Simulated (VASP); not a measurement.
Here is a VASP 6.6.1 calculation.

File POSCAR:

```
As
1.0
    2.9970636435      0.0000000000      0.0000000000
   -1.4985318217      2.5955332520      0.0000000000
    0.0000000000      0.0000000000     10.2003704951
As
4
Direct
    0.0000000000      1.0000000000      0.0000000000
    0.0000000000      1.0000000000      0.5000000000
    0.3333333333      0.6666666667      0.2500000000
    0.6666666667      0.3333333333      0.7500000000
```

INCAR.step1

```
PREC = Accurate
ENCUT = 520
ISMEAR = -1
SIGMA = 0.1
LREAL = False
LASPH = True
NELM = 100
NBANDS = 18
GGA = PE
ALGO = Normal
EDIFF = 1E-4
LWAVE = True
LCHARG = False
```

INCAR.step2

```
PREC = Accurate
ENCUT = 520
EDIFF = 1E-7
ISMEAR = -1
SIGMA = 0.1
LREAL = False
LASPH = True
NELM = 100
ALGO = Normal
ISIF = 2
LWAVE = False
LCHARG = False
METAGGA = R2SCAN
LMIXTAU = True
NBANDS = 18
ISTART = 1
```

KPOINTS

```
regular mesh
0
Gamma
  14 14 4
```

Potentials or basis: VASP PAW PBE potentials, release 64 (As).

Launch:

```sh
$ cat potpaw_PBE.64/As/POTCAR > POTCAR
$ cp INCAR.step1 INCAR
$ mpirun -np 1 vasp_std > vasp.out
$ cp INCAR.step2 INCAR
$ mpirun -np 1 vasp_std > vasp.out
```

**Question.** What does it give for the band gap on the k mesh?

**Answer.** Zero (bands 10 and 11 overlap by 7.80 eV).

**Question.** Predict the pressure.

**Answer.** -3.3 GPa.

Stress tensor (GPa, compression positive):
```
-3.76  0.00  0.00
 0.00 -3.76  0.00
 0.00  0.00 -2.47
```

Caveat: the cell stands under tension; the PAW data sets were made with another functional, which shifts forces and pressure a little.
